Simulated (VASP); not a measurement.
# MoSe (Fm-3m) in VASP: single point with PBEsol

Aim: the single point of MoSe with PBEsol.

All numbers are computed with VASP 6.6.1; they aren't measurements. Logs are shortened: lines on timing, memory, paths and dates and some standing lists are left out, and cuts for length are marked.

## (1) The cell of the first run

The structure is cubic, space group Fm-3m (No. 225). The conventional cell has a = 5.009 Å, b = 5.009 Å, c = 5.009 Å, α = 90.00°, β = 90.00°, γ = 90.00°. Mo (site symmetry m-3m) has 6 Se at 2.50 Å within 3.3 Å. Within 3.3 Å of Se (site symmetry m-3m) lie 6 Mo at 2.50 Å.

## (2) Single point, PBEsol, collinear spin

File INCAR:

```
ALGO = Normal
EDIFF = 1E-6
ENCUT = 520
GGA = PS
ISIF = 2
ISMEAR = 0
ISPIN = 2
LASPH = True
LCHARG = False
LMAXMIX = 4
LORBIT = 11
LREAL = False
LWAVE = False
MAGMOM = 2 -2 0 0
NBANDS = 32
NELM = 150
PREC = Accurate
SIGMA = 0.1
```

File KPOINTS:

```
k-points
0
Gamma
  14 14 7
```

File POSCAR:

```
MoSe
1.0
    0.0000000000      2.5042719588      2.5042719588
    5.0085439175      2.5042719588      2.5042719588
    5.0085439175      5.0085439175      0.0000000000
Mo Se
2 2
Direct
    1.0000000000      0.0000000000      0.0000000000
    1.0000000000      0.0000000000      0.5000000000
    0.5000000000      0.5000000000      0.0000000000
    0.5000000000      0.5000000000      0.5000000000
```

Potentials or basis: VASP PAW PBE potentials, release 64 (Mo_sv, Se).

Started as:

```
$ cat potpaw_PBE.64/Mo_sv/POTCAR potpaw_PBE.64/Se/POTCAR > POTCAR
$ mpirun -np 1 vasp_std > vasp.out
```

OUTCAR:

```text
EDIFF = 1E-6
   ENCUT = 520
   GGA = PS
   ISIF = 2
   ISMEAR = 0
   ISPIN = 2
   LASPH = True
   LORBIT = 11
   LREAL = False
   NELM = 150
   PREC = Accurate

 ion  position               nearest neighbor table
   1  0.000  0.000  0.000-   3 2.50   4 2.50   3 2.50   4 2.50   4 2.50   4 2.50
   2  0.000  0.000  0.500-   3 2.50   4 2.50   4 2.50   3 2.50   3 2.50   3 2.50
   3  0.500  0.500  0.000-   1 2.50   2 2.50   1 2.50   2 2.50   2 2.50   2 2.50
   4  0.500  0.500  0.500-   1 2.50   2 2.50   2 2.50   1 2.50   1 2.50   1 2.50

  LATTYP: Found a simple tetragonal cell.
 ALAT       =     3.5415753679
 C/A-ratio  =     1.4142135624

  Lattice vectors:

 A1 = (   0.0000000000,  -2.5042719587,   2.5042719588)
 A2 = (   0.0000000000,  -2.5042719588,  -2.5042719588)
 A3 = (   5.0085439175,   0.0000000000,   0.0000000000)

Analysis of symmetry for initial positions (statically):
=====================================================================
 Subroutine PRICEL returns following result:

  LATTYP: Found a face centered cubic cell.
 ALAT       =     5.0085439175
[... 12 lines left out ...]
 Subroutine GETGRP returns: Found 16 space group operations
 (whereof 16 operations were pure point group operations)
 out of a pool of 16 trial point group operations.

The static configuration has the point symmetry D_4h.

Analysis of symmetry for dynamics (positions and initial velocities):
=====================================================================
 Subroutine PRICEL returns following result:

  LATTYP: Found a face centered cubic cell.
 ALAT       =     5.0085439175
[... 12 lines left out ...]
 Subroutine GETGRP returns: Found 16 space group operations
 (whereof 16 operations were pure point group operations)
 out of a pool of 16 trial point group operations.

The dynamic configuration has the point symmetry D_4h.

Analysis of structural, dynamic, and magnetic symmetry:
=====================================================================
 Subroutine PRICEL returns following result:

  LATTYP: Found a face centered cubic cell.
 ALAT       =     5.0085439175
[... 12 lines left out ...]
 Subroutine GETGRP returns: Found 16 space group operations
 (whereof 16 operations were pure point group operations)
 out of a pool of 16 trial point group operations.

The overall configuration has the point symmetry D_4h.

 Subroutine INISYM returns: Found 16 space group operations
 (whereof 16 operations are pure point group operations),
 and found     2 'primitive' translations

----------------------------------------------------------------------------------------

                                     Primitive cell

  volume of cell :      31.4105

  direct lattice vectors                    reciprocal lattice vectors
    -2.504271959  2.504271959  0.000000000    -0.199658826  0.199658826 -0.199658826
    -2.504271959  0.000000000  2.504271959    -0.199658826 -0.199658826  0.199658826
     0.000000000  2.504271959  2.504271959     0.199658826  0.199658826  0.199658826

  length of vectors
     3.541575368  3.541575368  3.541575368     0.345819231  0.345819231  0.345819231

  position of ions in fractional coordinates (direct lattice)
     0.000000000  0.000000000  0.000000000
     0.500000000  0.500000000  0.500000000

  ion indices of the primitive-cell ions
   primitive index   ion index
                 1           1
                 2           3

----------------------------------------------------------------------------------------

 KPOINTS: k-points

Automatic generation of k-mesh.
 Grid dimensions read from file:
 generate k-points for:   14   14    7

 Generating k-lattice:

  Cartesian coordinates                     Fractional coordinates (reciprocal lattice)
    -0.014261345  0.014261345  0.014261345     0.071428571  0.000000000  0.000000000
     0.014261345 -0.014261345  0.014261345     0.000000000  0.071428571  0.000000000
     0.000000000  0.028522689 -0.028522689     0.000000000  0.000000000  0.142857143

  Length of vectors
     0.024701374  0.024701374  0.040337174

  Shift w.r.t. Gamma in fractional coordinates (k-lattice)
     0.000000000  0.000000000  0.000000000

 Subroutine IBZKPT returns following result:
 ===========================================

 Found    144 irreducible k-points:

 Following reciprocal coordinates:
            Coordinates               Weight
  0.000000  0.000000  0.000000      1.000000
  0.071429  0.000000  0.000000      8.000000
  0.142857 -0.000000  0.000000      8.000000
  0.214286 -0.000000  0.000000      8.000000
  0.285714  0.000000  0.000000      8.000000
  0.357143 -0.000000  0.000000      8.000000
[... 16 lines left out ...]
  0.214286  0.142857  0.000000     16.000000
  0.285714  0.142857  0.000000     16.000000
 [... further k-points ...]
   k-points           NKPTS =    144   k-points in BZ     NKDIM =    144   number of bands    NBANDS=     32
   number of dos      NEDOS =    301   number of ions     NIONS =      4
   total plane-waves  NPLWV =  72576
   dimension x,y,z NGX =    28 NGY =   48 NGZ =   54
   dimension x,y,z NGXF=    56 NGYF=   96 NGZF=  108
   ions per type =               2   2
   NGX,Y,Z   is equivalent  to a cutoff of  13.14, 13.01, 12.67 a.u.
   NGXF,Y,Z  is equivalent  to a cutoff of  26.29, 26.02, 25.35 a.u.
 SYSTEM =  unknown system
   PREC   = accura    normal or accurate (medium, high low for compatibility)
   ISTART =      0    job   : 0-new  1-cont  2-samecut
   ICHARG =      2    charge: 1-file 2-atom 10-const
   ISPIN  =      2    spin polarized calculation?
   LNONCOLLINEAR =      F non collinear calculations
   LSORBIT =      F    spin-orbit coupling
   LASPH  =      T    aspherical Exc in radial PAW
   ENCUT  =  520.0 eV  38.22 Ry    6.18 a.u.   6.58 11.41 13.17*2*pi/ulx,y,z
   NELM   =    150;   NELMIN=  2; NELMDL= -5     # of ELM steps
   EDIFF  = 0.1E-05   stopping-criterion for ELM
   LREAL  =      F    real-space projection
   EDIFFG = 0.1E-04   stopping-criterion for IOM
   NSW    =      0    number of steps for IOM
   IBRION =     -1    ionic relax: 0-MD 1-quasi-New 2-CG
   NFREE  =      0    steps in history (QN), initial steepest desc. (CG)
   ISIF   =      2    stress and relaxation
   ISYM   =      2    0-nonsym 1-usesym 2-fastsym
   POTIM  = 0.5000    time-step for ionic-motion
   TEBEG  =    0.0;   TEEND  =   0.0 temperature during run
   PSTRESS=    0.0 pullay stress
   NELECT =      40.0000    total number of electrons
   NUPDOWN=      -1.0000    fix difference up-down
   EMIN   =  10.00;   EMAX   =-10.00  energy-range for DOS
   EFERMI =   0.00;   METHOD = LEGACY
   ISMEAR =     0;   SIGMA  =   0.10  broadening in eV -4-tet -1-fermi 0-gaus
   EFERMI_NEDOS =   21; number of points for ismear=-14 and -15
   IALGO  =     38    algorithm
   IMIX   =      4    mixing-type and parameters
     AMIX     =   0.40;   BMIX     =  1.00
     AMIX_MAG =   1.60;   BMIX_MAG =  1.00
  volume/ion in A,a.u.               =      15.71       105.98
  Fermi-wavevector in a.u.,A,eV,Ry     =   1.408402  2.661494 26.988470  1.983597
  Thomas-Fermi vector in A             =   2.530563
   LORBIT       =     11    0 simple, 1 ext, 2 COOP (PROOUT), +10 PAW based schemes
   GGA     = PS    functional components
   LHFCALC =     F    Hartree Fock is set to
   AEXX    =    0.0000 exact exchange contribution
   IVDW    =     0    specifies the selected vdW correction
   LEPSILON=     F    determine dielectric tensor
   LRPA    =     F    only Hartree local field effects (RPA)
 spin polarized calculation
 Gauss-broadening in eV      SIGMA  =   0.10
  energy-cutoff  :      520.00
  volume of cell :       62.82
 maximum number of plane-waves:      1715
   NGX = 13   NGY = 23   NGZ = 27

 number of electron      40.0000000 magnetization      -0.0000000

 number of electron      40.0000000 magnetization       0.0000000

 Free energy of the ion-electron system (eV)
  ---------------------------------------------------
  ext. energy  EPLUGINS =         0.00000000
  ---------------------------------------------------
  free energy    TOTEN  =       -28.92699791 eV

  energy without entropy =      -28.90358263  energy(sigma->0) =      -28.91529027

 E-fermi :  11.2598     XC(G=0): -12.5585

 val. band max:       11.2594764664   @ k =   0.5000   0.1429   0.0000
 cond. band min:      11.2660820113   @ k =   0.5000   0.3571   0.0000
 fundamental gap:      0.0066055449
 Fermi energy:        11.2597631444

 spin component 1

 k-point     1 :       0.0000    0.0000    0.0000
  band No.  band energies     occupation
      1     -49.8880      1.00000
      2     -49.8666      1.00000
      3     -24.2229      1.00000
      4     -24.1196      1.00000
      5     -24.1196      1.00000
      6     -24.0494      1.00000
[... 829 lines left out ...]
     31      20.4622      0.00000
     32      20.5292      0.00000

 [... further k-points ...]

 spin component 2

 k-point     1 :       0.0000    0.0000    0.0000
  band No.  band energies     occupation
      1     -49.8880      1.00000
      2     -49.8666      1.00000
      3     -24.2229      1.00000
      4     -24.1196      1.00000
      5     -24.1196      1.00000
      6     -24.0494      1.00000
[... 829 lines left out ...]
     31      20.4622      0.00000
     32      20.5292      0.00000

 [... further k-points ...]

------------------------ aborting loop because EDIFF is reached ----------------------------------------

  FORCE on cell =-STRESS in cart. coord.  units (eV):
  Direction    XX          YY          ZZ          XY          YZ          ZX
  --------------------------------------------------------------------------------------
  -------------------------------------------------------------------------------------
  Total        6.5268711      6.5268456      6.5268456      0.0000000      0.0000000     -0.0000000
  in kB      166.4604856    166.4598345    166.4598345      0.0000000      0.0000000     -0.0000000
  external PRESSURE =     166.4600515 kB  Pullay stress =       0.0000000 kB

 VOLUME and BASIS-vectors are now :
 -----------------------------------------------------------------------------
  energy-cutoff  :      520.00
  volume of cell :       62.82
      direct lattice vectors                 reciprocal lattice vectors
     0.000000000  2.504271959  2.504271959    -0.199658826  0.199658826  0.199658826
     5.008543917  2.504271959  2.504271959     0.199658826 -0.199658826  0.199658826
     5.008543917  5.008543917  0.000000000     0.000000000  0.199658826 -0.199658826

 POSITION                                       TOTAL-FORCE (eV/Angst)
 -----------------------------------------------------------------------------------
      0.00000      0.00000      0.00000        -0.000000      0.000000     -0.000000
      2.50427      2.50427      0.00000        -0.000000      0.000000     -0.000000
      2.50427      2.50427      2.50427        -0.000000      0.000000      0.000000
      5.00854      5.00854      2.50427         0.000000     -0.000000      0.000000
 -----------------------------------------------------------------------------------
    total drift:                               -0.000000      0.000000      0.000000

  FREE ENERGIE OF THE ION-ELECTRON SYSTEM (eV)
  ---------------------------------------------------
  free  energy   TOTEN  =       -28.9269979135 eV

  energy  without entropy=      -28.9035826282  energy(sigma->0) =      -28.91529027

 total charge

# of ion       s       p       d       tot
------------------------------------------
    1        2.232   6.129   4.244  12.605
    2        2.232   6.129   4.244  12.605
    3        1.433   2.454   0.166   4.053
    4        1.433   2.454   0.166   4.053
--------------------------------------------------
tot          7.330  17.166   8.820  33.317

 magnetization (x)

# of ion       s       p       d       tot
------------------------------------------
    1        0.000   0.000   0.001   0.001
    2       -0.000  -0.000  -0.001  -0.001
    3       -0.000  -0.000  -0.000  -0.000
    4        0.000   0.000   0.000   0.000
--------------------------------------------------
tot          0.000   0.000   0.000   0.000
```

Wall time 27 min (1 thread of Oxide Virtual Turin-like, shared host); peak memory 0.56 GiB.

Results:

```yaml
Free_energy: -28.9270 eV
Pressure: 16.6 GPa
Band_gap_on_the_k_mesh: zero (filled and empty bands overlap)
Net_moment: 0.00 μB per cell
Valence_electrons_inside_the_program's_atomic_spheres: Mo 12.61; Se 4.05
```

Levels at points of the mesh, in eV from the Fermi level:
Spin up:
```
           k point  band 17  band 18  band 19  band 20  band 21  band 22  band 23  band 24
(0.00, 0.00, 0.00)    -2.44    -2.31    -2.31    -2.31    -1.91    -1.91    -0.87     0.65
(0.50, 0.00, 0.00)    -0.10    -0.10    -0.10    -0.10     0.75     0.75     2.47     2.47
(0.50, 0.50, 0.00)    -4.03    -4.03    -0.87    -0.87     0.65     0.65     0.65     0.66
```
Spin down:
```csv
k point,band 18,band 19,band 20,band 21,band 22,band 23
"(0.00, 0.00, 0.00)",-2.31,-2.31,-2.31,-1.91,-1.91,-0.87
"(0.50, 0.00, 0.00)",-0.10,-0.10,-0.10,0.75,0.75,2.47
"(0.50, 0.50, 0.00)",-4.03,-0.87,-0.87,0.65,0.65,0.65
```

Caveat: the cell stands under pressure; the PAW data sets were made with another functional, which shifts forces and pressure a little.
